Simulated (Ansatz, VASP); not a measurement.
## SnH2Br2 in VASP and in Ansatz

The input INCAR:

```
PREC = Accurate ; ENCUT = 600
EDIFF = 1E-6 ; ISMEAR = 0
SIGMA = 0.1 ; LREAL = F
LASPH = T ; NELM = 60
ALGO = Normal ; ISIF = 3
LWAVE = F ; LCHARG = F
GGA = PE ; IBRION = 2
NSW = 90 ; EDIFFG = -0.04
```

Contents of KPOINTS:

```
Automatic mesh
0
Gamma
  6 6 4
```

POSCAR

```
SnH2Br2
1.0
    4.6163940700      0.0000000000      0.0000000000
   -2.3081970400      3.9979145400      0.0000000000
    0.0000000000      0.0000000000      7.4775482900
Sn H Br
1 2 2
Direct
    0.0000000000      0.0000000000      0.0000000000
    0.3333333300      0.6666666700      0.6301000100
    0.6666666700      0.3333333300      0.3698999900
    0.3333333300      0.6666666700      0.2413000000
    0.6666666700      0.3333333300      0.7587000000
```

Input for Ansatz:

```yaml
crystal:
  lattice:
    - [4.61639407, 0.0, 0.0]
    - [-2.30819704, 3.99791454, 0.0]
    - [0.0, 0.0, 7.47754829]
  atoms:
    - { symbol: Sn, position: [0.0, 0.0, 0.0] }
    - { symbol: H, position: [0.33333333, 0.66666667, 0.63010001] }
    - { symbol: H, position: [0.66666667, 0.33333333, 0.36989999] }
    - { symbol: Br, position: [0.33333333, 0.66666667, 0.2413] }
    - { symbol: Br, position: [0.66666667, 0.33333333, 0.7587] }
basis:
  ecutwfc: 420
kpoints:
  mp_grid: { grid: [6, 6, 4] }
hamiltonian:
  xc: pbe
scf:
  occupations: { method: gaussian, width: 0.1 }
  lower_state_search: "off"
output:
  forces: true
  stress: true
  eigenvalues: true
relax:
  adjacent_minimum: "off"
  f_tol: 0.04
  max_steps: 70
  cell: { stress_tol: 0.4 }
```

Change from the starting cell: species swapped into the CaMg2Bi2 type (P-3m1, No. 164).

Alike in both runs: task relaxation of cell and atoms; functional PBE; k mesh 6 × 6 × 4; occupations gaussian, width 0.1 eV; no spin polarisation.

|  | VASP | Ansatz |
| --- | --- | --- |
| version | VASP 6.6.1 | Ansatz 0.2.0 |
| potentials or method | VASP PAW PBE potentials, release 64 (Sn_d, H, Br), cutoff 600 eV | scalar-relativistic, plane waves, PAW |
| valence electrons in the cell | 30 | 30 |

```csv
,VASP,Ansatz,Ansatz less VASP
"gap on the k mesh at the Fermi level, each at its own relaxed structure (eV)",none,none,-
relaxed volume (Å³/atom),23.59,24.39,+0.794
relaxed length of the cell vector where the two differ most in proportion (Å),7.218,7.486,+0.2676
```

A gap of «none» marks a metal or a gap that the smearing closes.
